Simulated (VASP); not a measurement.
# CuO (CsCl type) (Pm-3m) in VASP: further runs, part 2 of 2

VASP 6.6.1. Earlier steps stand in the parts before.

### 3 Electric field gradients, r2SCAN

The input, POSCAR:

```
CuO
1.0
    2.6368332336      0.0000000000      0.0000000000
    0.0000000000      2.6368332336      0.0000000000
    0.0000000000      0.0000000000      2.6368332336
Cu O
1 1
Direct
    0.0000000000      0.0000000000      0.0000000000
    0.5000000000      0.5000000000      0.5000000000
```

The input, INCAR.step1:

```
SYSTEM = CuO
PREC = Accurate ; ENCUT = 520
ISMEAR = -1 ; SIGMA = 0.08
LREAL = .False. ; LASPH = .True.
NELM = 100 ; NBANDS = 16
GGA = PE ; ALGO = Normal
EDIFF = 1E-4 ; LWAVE = .True.
LCHARG = .False.
```

The input, INCAR.step2:

```
SYSTEM = CuO
PREC = Accurate ; ENCUT = 520
EDIFF = 1E-8 ; ISMEAR = -1
SIGMA = 0.08 ; LREAL = .False.
LASPH = .True. ; NELM = 100
ALGO = Normal ; ISIF = 2
LWAVE = .False. ; LCHARG = .False.
METAGGA = R2SCAN ; LMIXTAU = .True.
LEFG = .True. ; NBANDS = 16
ISTART = 1
```

The input, KPOINTS:

```
Automatic mesh
0
Gamma
  12 12 12
  0 0 0
```

Potentials or basis: VASP PAW PBE potentials, release 64 (Cu, O).

Launch:

```console
> cat potpaw_PBE.64/Cu/POTCAR potpaw_PBE.64/O/POTCAR > POTCAR
> cp INCAR.step1 INCAR
> mpirun -np 1 vasp_std > vasp.out
> cp INCAR.step2 INCAR
> mpirun -np 1 vasp_std > vasp.out
```

OUTCAR:

```text
SYSTEM = CuO
   PREC = Accurate
   ENCUT = 520
   EDIFF = 1E-8
   ISMEAR = -1
   LREAL = .False.
   LASPH = .True.
   NELM = 100
   ISIF = 2
   METAGGA = R2SCAN
   ISTART = 1

 ion  position               nearest neighbor table
   1  0.000  0.000  0.000-   2 2.28   2 2.28   2 2.28   2 2.28   2 2.28   2 2.28   2 2.28   2 2.28

   2  0.500  0.500  0.500-   1 2.28   1 2.28   1 2.28   1 2.28   1 2.28   1 2.28   1 2.28   1 2.28

  LATTYP: Found a simple cubic cell.
 ALAT       =     2.6368332336

  Lattice vectors:

 A1 = (   2.6368332336,   0.0000000000,   0.0000000000)
 A2 = (   0.0000000000,   2.6368332336,   0.0000000000)
 A3 = (   0.0000000000,   0.0000000000,   2.6368332336)

Analysis of symmetry for initial positions (statically):
=====================================================================
 Subroutine PRICEL returns:
 Original cell was already a primitive cell.

 Routine SETGRP: Setting up the symmetry group for a
 simple cubic supercell.

 Subroutine GETGRP returns: Found 48 space group operations
 (whereof 48 operations were pure point group operations)
 out of a pool of 48 trial point group operations.

The static configuration has the point symmetry O_h .

Analysis of symmetry for dynamics (positions and initial velocities):
=====================================================================
 Subroutine PRICEL returns:
 Original cell was already a primitive cell.

 Routine SETGRP: Setting up the symmetry group for a
 simple cubic supercell.

 Subroutine GETGRP returns: Found 48 space group operations
 (whereof 48 operations were pure point group operations)
 out of a pool of 48 trial point group operations.

The dynamic configuration has the point symmetry O_h .

[... 150 lines left out ...]
 fundamental gap:      0.0219609562
 Fermi energy:         6.0197690726

 k-point     1 :       0.0000    0.0000    0.0000
  band No.  band energies     occupation
      1     -14.2183      2.00000
      2       2.7599      2.00000
      3       2.7599      2.00000
      4       4.1484      2.00000
      5       4.1484      2.00000
      6       4.1484      2.00000
[... 433 lines left out ...]
      3       1.1772      2.00000
      4       3.2944      2.00000
      5       3.4469      2.00000
      6       4.0975      2.00000
[... 8 lines left out ...]
     15      32.3943      0.00000
     16      33.3544      0.00000

 [... further k-points ...]
[... 5 lines left out ...]
  --------------------------------------------------------------------------------------
  -------------------------------------------------------------------------------------
  Total       -0.8163914     -0.8163914     -0.8163914      0.0000000      0.0000000     -0.0000000
  in kB      -71.3445816    -71.3445816    -71.3445816      0.0000000      0.0000000     -0.0000000
  external PRESSURE =     -71.3445816 kB  Pullay stress =       0.0000000 kB

 VOLUME and BASIS-vectors are now :
 -----------------------------------------------------------------------------
  energy-cutoff  :      520.00
  volume of cell :       18.33
      direct lattice vectors                 reciprocal lattice vectors
     2.636833234  0.000000000  0.000000000     0.379242793  0.000000000  0.000000000
     0.000000000  2.636833234  0.000000000     0.000000000  0.379242793  0.000000000
     0.000000000  0.000000000  2.636833234     0.000000000  0.000000000  0.379242793

 POSITION                                       TOTAL-FORCE (eV/Angst)
 -----------------------------------------------------------------------------------
      0.00000      0.00000      0.00000         0.000000      0.000000      0.000000
      1.31842      1.31842      1.31842         0.000000      0.000000      0.000000
 -----------------------------------------------------------------------------------
    total drift:                               -0.000000      0.000000      0.000000

  FREE ENERGIE OF THE ION-ELECTRON SYSTEM (eV)
  ---------------------------------------------------
  free  energy   TOTEN  =       -16.9443378237 eV

  energy  without entropy=      -16.8832527929  energy(sigma->0) =      -16.91379531

 Electric field gradients (V/A^2)
---------------------------------------------------------------------
 ion       V_xx      V_yy      V_zz      V_xy      V_xz      V_yz
---------------------------------------------------------------------
   1      -0.000    -0.000    -0.000    -0.000     0.000    -0.000
   2       0.000    -0.000    -0.000    -0.000     0.000     0.000
---------------------------------------------------------------------

 Electric field gradients after diagonalization (V/A^2)
 (convention: |V_zz| > |V_xx| > |V_yy|)
----------------------------------------------------------------------
 ion       V_xx      V_yy      V_zz     asymmetry (V_yy - V_xx)/ V_zz
----------------------------------------------------------------------
   1      -0.000    -0.000    -0.000      -0.099
   2      -0.000     0.000    -0.000      -0.271
----------------------------------------------------------------------

           NMR quadrupolar parameters

 Cq : quadrupolar parameter    Cq=e*Q*V_zz/h
 eta: asymmetry parameters     (V_yy - V_xx)/ V_zz
 Q  : nuclear electric quadrupole moment in mb (millibarn)
----------------------------------------------------------------------
 ion       Cq(MHz)       eta       Q (mb)
----------------------------------------------------------------------
   1      -0.000      -0.099       1.000
   2      -0.000      -0.271       1.000
----------------------------------------------------------------------
```

OUTCAR.step1:

```text
SYSTEM = CuO
   PREC = Accurate
   ENCUT = 520
   ISMEAR = -1
   LREAL = .False.
   LASPH = .True.
[... 678 lines left out ...]
      0.00000      0.00000      0.00000         0.000000      0.000000      0.000000
      1.31842      1.31842      1.31842         0.000000      0.000000      0.000000
 -----------------------------------------------------------------------------------
    total drift:                               -0.000000      0.000000      0.000000

  FREE ENERGIE OF THE ION-ELECTRON SYSTEM (eV)
  ---------------------------------------------------
  free  energy   TOTEN  =        -8.6404097019 eV

  energy  without entropy=       -8.5780004721  energy(sigma->0) =       -8.60920509
```

Wall time 2.3 min (1 thread of AMD EPYC 7R43 (Zen 3), shared host); peak memory 0.11 GiB.

What came out:

```yaml
Free_energy: -16.9443 eV
Pressure: -7.1 GPa
```

Caveat: without QUAD_EFG the Cq values of the log hold for a quadrupole moment of 1 mb, not for the nuclei; the PAW data sets were made with another functional, which shifts forces and pressure a little; an odd number of electrons without spin polarisation forces a metal; a magnetic or distorted state may lie lower; semilocal functionals often make such compounds metallic where correlation or magnetic order opens a gap, which also shifts bond lengths. With open d or f shells a metallic result of r2SCAN can be an artefact of self-interaction; +U or a hybrid may open a gap.
